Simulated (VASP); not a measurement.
# Si (Fd-3m) in VASP: further runs, part 3 of 3

VASP 6.6.1. Earlier steps stand in the parts before.

**6. Single point, PBEsol (volume scaled by 1.04)**

INCAR reads:

```
ALGO = Normal
EDIFF = 1E-6
ENCUT = 520
GGA = PS
ISIF = 2
ISMEAR = -1
LASPH = T
LCHARG = T
LELF = T
LREAL = F
LVHAR = T
LWAVE = F
NBANDS = 11
NELM = 60
PREC = Accurate
SIGMA = 0.05
```

KPOINTS reads:

```
k-points
0
Gamma
  8 8 8
```

POSCAR reads:

```
Si
1.0
    0.0000000000      2.7576691254      2.7576691254
    2.7576691254      0.0000000000      2.7576691254
    2.7576691254      2.7576691254      0.0000000000
Si
2
Direct
    0.5000000000      0.5000000000      0.5000000000
    0.7500000000      0.7500000000      0.7500000000
```

Potentials or basis: VASP PAW PBE potentials, release 64 (Si).

Run with:

```sh
$ cat potpaw_PBE.64/Si/POTCAR > POTCAR
$ mpirun -np 1 vasp_std > vasp.out
```

OUTCAR:

```text
EDIFF = 1E-6
   ENCUT = 520
   GGA = PS
   ISIF = 2
   ISMEAR = -1
   LASPH = T
   LREAL = F
   NELM = 60
   PREC = Accurate

 ion  position               nearest neighbor table
   1  0.500  0.500  0.500-   2 2.39   2 2.39   2 2.39   2 2.39
   2  0.750  0.750  0.750-   1 2.39   1 2.39   1 2.39   1 2.39

  LATTYP: Found a face centered cubic cell.
 ALAT       =     5.5153382508

  Lattice vectors:

 A1 = (   0.0000000000,   2.7576691254,   2.7576691254)
 A2 = (   2.7576691254,   0.0000000000,   2.7576691254)
 A3 = (   2.7576691254,   2.7576691254,   0.0000000000)

Analysis of symmetry for initial positions (statically):
=====================================================================
 Subroutine PRICEL returns:
 Original cell was already a primitive cell.

 Routine SETGRP: Setting up the symmetry group for a
 face centered cubic supercell.

 Subroutine GETGRP returns: Found 48 space group operations
 (whereof 24 operations were pure point group operations)
 out of a pool of 48 trial point group operations.

The static configuration has the point symmetry T_d .
 The point group associated with its full space group is O_h .

Analysis of symmetry for dynamics (positions and initial velocities):
=====================================================================
 Subroutine PRICEL returns:
 Original cell was already a primitive cell.

 Routine SETGRP: Setting up the symmetry group for a
 face centered cubic supercell.

 Subroutine GETGRP returns: Found 48 space group operations
 (whereof 24 operations were pure point group operations)
 out of a pool of 48 trial point group operations.

The dynamic configuration has the point symmetry T_d .
 The point group associated with its full space group is O_h .

 Subroutine INISYM returns: Found 48 space group operations
 (whereof 24 operations are pure point group operations),
 and found     1 'primitive' translations

----------------------------------------------------------------------------------------
[... 115 lines left out ...]
  Fermi-wavevector in a.u.,A,eV,Ry     =   0.942365  1.780812 12.082689  0.888053
  Thomas-Fermi vector in A             =   2.069968
   LORBIT       =      0    0 simple, 1 ext, 2 COOP (PROOUT), +10 PAW based schemes
   GGA     = PS    functional components
   LHFCALC =     F    Hartree Fock is set to
   AEXX    =    0.0000 exact exchange contribution
   IVDW    =     0    specifies the selected vdW correction
   LEPSILON=     F    determine dielectric tensor
   LRPA    =     F    only Hartree local field effects (RPA)
 non-spin polarized calculation
  energy-cutoff  :      520.00
  volume of cell :       41.94
 maximum number of plane-waves:      1158
 NGX is ok and might be reduce to    30
   NGX = 15   NGY = 15   NGZ = 15

 number of electron       8.0000001 magnetization

 Free energy of the ion-electron system (eV)
  ---------------------------------------------------
  ext. energy  EPLUGINS =         0.00000000
  ---------------------------------------------------
  free energy    TOTEN  =       -11.46761559 eV

  energy without entropy =      -11.46757555  energy(sigma->0) =      -11.46759557

 E-fermi :   5.5989     XC(G=0):  -9.3760

 val. band max:        5.3313900033   @ k =   0.0000   0.0000   0.0000
 cond. band min:       5.9065525920   @ k =   0.3750   0.3750   0.0000
 fundamental gap:      0.5751625887
 Fermi energy:         5.5988967227

 k-point     1 :       0.0000    0.0000    0.0000
  band No.  band energies     occupation
      1      -6.3455      2.00000
      2       5.3314      1.99055
      3       5.3314      1.99055
      4       5.3314      1.99055
      5       7.8282      0.00000
      6       7.8282      0.00000
      7       7.8282      0.00000
      8       8.1346      0.00000
      9      12.8558      0.00000
     10      12.9922      0.00000
     11      12.9922      0.00000
[... 309 lines left out ...]
 k-point    24 :      -0.3750    0.2500    0.1250
  band No.  band energies     occupation
      1      -3.5908      2.00000
      2      -1.3200      2.00000
      3       1.9712      2.00000
      4       3.2476      2.00000
      5       8.2301      0.00000
      6       8.3963      0.00000
      7      11.0472      0.00000
      8      12.2552      0.00000
      9      12.4552      0.00000
     10      15.6556      0.00000
     11      16.6314      0.00000

 [... further k-points ...]
[... 5 lines left out ...]
  --------------------------------------------------------------------------------------
  -------------------------------------------------------------------------------------
  Total       -0.9739910     -0.9739910     -0.9739910      0.0000000     -0.0000000     -0.0000000
  in kB      -37.2056623    -37.2056623    -37.2056623      0.0000000     -0.0000000     -0.0000000
  external PRESSURE =     -37.2056623 kB  Pullay stress =       0.0000000 kB

 VOLUME and BASIS-vectors are now :
 -----------------------------------------------------------------------------
  energy-cutoff  :      520.00
  volume of cell :       41.94
      direct lattice vectors                 reciprocal lattice vectors
     0.000000000  2.757669125  2.757669125    -0.181312542  0.181312542  0.181312542
     2.757669125  0.000000000  2.757669125     0.181312542 -0.181312542  0.181312542
     2.757669125  2.757669125  0.000000000     0.181312542  0.181312542 -0.181312542

 POSITION                                       TOTAL-FORCE (eV/Angst)
 -----------------------------------------------------------------------------------
      2.75767      2.75767      2.75767         0.000000      0.000000      0.000000
      4.13650      4.13650      4.13650        -0.000000     -0.000000     -0.000000
 -----------------------------------------------------------------------------------
    total drift:                                0.000000     -0.000000     -0.000000

  FREE ENERGIE OF THE ION-ELECTRON SYSTEM (eV)
  ---------------------------------------------------
  free  energy   TOTEN  =       -11.4676155875 eV

  energy  without entropy=      -11.4675755493  energy(sigma->0) =      -11.46759557
```

OSZICAR:

```text
N       E                     dE             d eps       ncg     rms          rms(c)
DAV:   1     0.759841731729E+01    0.75984E+01   -0.32049E+03   638   0.580E+02
DAV:   2    -0.110700914275E+02   -0.18669E+02   -0.17736E+02   830   0.878E+01
DAV:   3    -0.116606726705E+02   -0.59058E+00   -0.58853E+00   835   0.132E+01
DAV:   4    -0.116649201577E+02   -0.42475E-02   -0.42471E-02   753   0.141E+00
DAV:   5    -0.116649636836E+02   -0.43526E-04   -0.43525E-04   817   0.135E-01    0.468E+00
DAV:   6    -0.115303318981E+02    0.13463E+00   -0.68057E-02   712   0.105E+00    0.279E+00
DAV:   7    -0.114668912777E+02    0.63441E-01   -0.12621E-01   731   0.151E+00    0.151E-01
DAV:   8    -0.114675329330E+02   -0.64166E-03   -0.52588E-03   725   0.399E-01    0.761E-02
DAV:   9    -0.114676045302E+02   -0.71597E-04   -0.96346E-05   823   0.637E-02    0.531E-02
DAV:  10    -0.114676156968E+02   -0.11167E-04   -0.94524E-06   741   0.173E-02    0.503E-03
DAV:  11    -0.114676155875E+02    0.10932E-06   -0.64914E-07   710   0.404E-03
   1 F= -.11467616E+02 E0= -.11467596E+02  d E =-.400382E-04
```

stdout:

```text
POSCAR found type information on POSCAR Si
 POSCAR found :  1 types and       2 ions
 scaLAPACK will be used
 -----------------------------------------------------------------------------
|                                                                             |
|                                                                             |
|     You enforced a specific xc type in the INCAR file but a different       |
|     I HOPE YOU KNOW WHAT YOU ARE DOING!                                     |
|                                                                             |
 -----------------------------------------------------------------------------

 LDA part: xc-table for (Slater+PW92), standard interpolation
 POSCAR, INCAR and KPOINTS ok, starting setup
 FFT: planning ... GRIDC
 FFT: planning ... GRID_SOFT
 FFT: planning ... GRID
 WAVECAR not read
 entering main loop
```

Wall time 9.1 s (1 thread of Intel Xeon Platinum 8488C (Sapphire Rapids), shared host); peak memory 0.15 GiB.

What came out:

| Item | Value |
| --- | --- |
| Free energy | -11.4676 eV |
| Pressure | -3.7 GPa |
| Band gap on the k mesh | 0.58 eV, indirect (least direct gap 2.47 eV) |

Levels at points of the mesh, in eV from the valence-band top:
```
           k point  band 1  band 2  band 3  band 4  band 5  band 6  band 7  band 8
(0.00, 0.00, 0.00)  -11.68    0.00    0.00    0.00    2.50    2.50    2.50    2.80
(0.50, 0.00, 0.00)   -9.44   -6.80   -1.16   -1.16    1.30    3.29    3.29    7.45
(0.50, 0.50, 0.00)   -7.68   -7.68   -2.75   -2.75    0.68    0.68    9.67    9.67
```

Caveat: the PAW data sets were made with another functional, which shifts forces and pressure a little.

**7. Overview**

| cell | gap on the mesh (eV) | pressure (GPa) |
| --- | --- | --- |
| a = 3.771 Å, angles 60.0°, 2 atoms | 0.41 | 6.1 |
| a = 3.797 Å, angles 60.0°, 2 atoms | 0.45 | 3.7 |
| a = 3.823 Å, angles 60.0°, 2 atoms | 0.48 | 1.5 |
| a = 3.875 Å, angles 60.0°, 2 atoms | 0.55 | -2.2 |
| a = 3.900 Å, angles 60.0°, 2 atoms | 0.58 | -3.7 |

Alike in all rows: task single point; level PBEsol; potentials or basis VASP PAW PBE potentials, release 64 (Si); no spin polarisation; k mesh 8 × 8 × 8; cutoff (eV) 520; smearing fermi-dirac 0.05 eV.

Caveats: the PAW data sets were made with another functional, which shifts forces and pressure a little.

Total energies depend on the potentials used, so only differences within one code and one set of settings carry meaning.
